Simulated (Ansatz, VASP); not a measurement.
**One calculation of CdTe, two programs**

```
Cd Te
1.0
     3.18898    3.18898    0.00000
    -3.18898    3.18898    0.00000
     0.00000    3.18898    3.22675
Cd Te
1 1
Direct
  0.00000 0.00000 0.00000
  0.75000 0.25000 0.50000
```

Change from the starting cell: film at in-plane strain -0.005.

Alike in both runs: task single point; functional LDA; k mesh 6 × 6 × 6; no spin polarisation.

|  | VASP | Ansatz |
| --- | --- | --- |
| version | VASP 6.6.1 | Ansatz 0.2.0 |
| potentials or method | VASP PAW LDA potentials, release 64 (Cd, Te), cutoff 520 eV | all-electron LAPW, scalar-relativistic |
| occupations | gaussian, width 0.01 eV | fixed |

```tsv
	VASP	Ansatz	Ansatz less VASP
gap on the k mesh at the Fermi level (eV)	0.65	0.60	-0.044
pressure (GPa)	0.4	0.2	-0.25
traceless stress, the component that is largest in VASP (GPa)	-0.15	-0.15	-0.003
```

LDA's correlation is that of Perdew and Zunger in VASP and of Perdew and Wang (1992) in Ansatz. Ansatz ran all-electron here, and VASP with PAW potentials.

Neither program's run includes spin-orbit coupling.
